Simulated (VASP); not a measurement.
Set up this calculation in VASP 6.6.1, as the native input.

```yaml
Task: single point
Functional: PBEsol
Potentials_or_basis: VASP PAW PBE potentials, release 64 (In_d)
Cutoff: 520 eV
k_mesh: 10 × 10 × 10
Occupations: fermi-dirac, width 0.05 eV
Spin: no spin polarisation
Dipole_correction: no
Further_INCAR_settings: ALGO = Normal; EDIFF = 1e-06; NBANDS = 12
```

The structure of In lies in POSCAR:

```
In
1.0
   -1.8048551356      1.8048551356      1.8048551356
    1.8048551356     -1.8048551356      1.8048551356
    1.8048551356      1.8048551356     -1.8048551356
In
1
Direct
    0.0000000000      0.0000000000      0.0000000000
```

These files were run (other wordings do the same):

INCAR

```
PREC     = Accurate       # precision mode
ENCUT    = 520            # plane-wave cutoff, eV
EDIFF    = 1E-6           # SCF threshold, eV
ISMEAR   = -1             # smearing method
SIGMA    = 0.05           # smearing width, eV
LREAL    = F              # projectors in reciprocal space
LASPH    = T              # aspherical terms in the spheres
NELM     = 100            # most SCF steps
ALGO     = Normal         # electronic algorithm
ISIF     = 2              # what is computed and relaxed
LWAVE    = F              # write WAVECAR
LCHARG   = F              # write CHGCAR
GGA      = PS             # functional
NBANDS   = 12             # bands
```

KPOINTS

```
regular mesh
0
Gamma
  10 10 10
```

Potentials or basis: VASP PAW PBE potentials, release 64 (In_d).

Launch:

```bash
$ cat potpaw_PBE.64/In_d/POTCAR > POTCAR
$ mpirun -np 1 vasp_std > vasp.out
```

It gave:

```yaml
Pressure: 5.0 GPa
```

Caveat: the PAW data sets were made with another functional, which shifts forces and pressure a little.

Run time: 5.4 s on 1 thread of AMD EPYC 9R45 96-Core Processor (Zen 5), with other jobs on the host, peak memory 0.11 GiB.
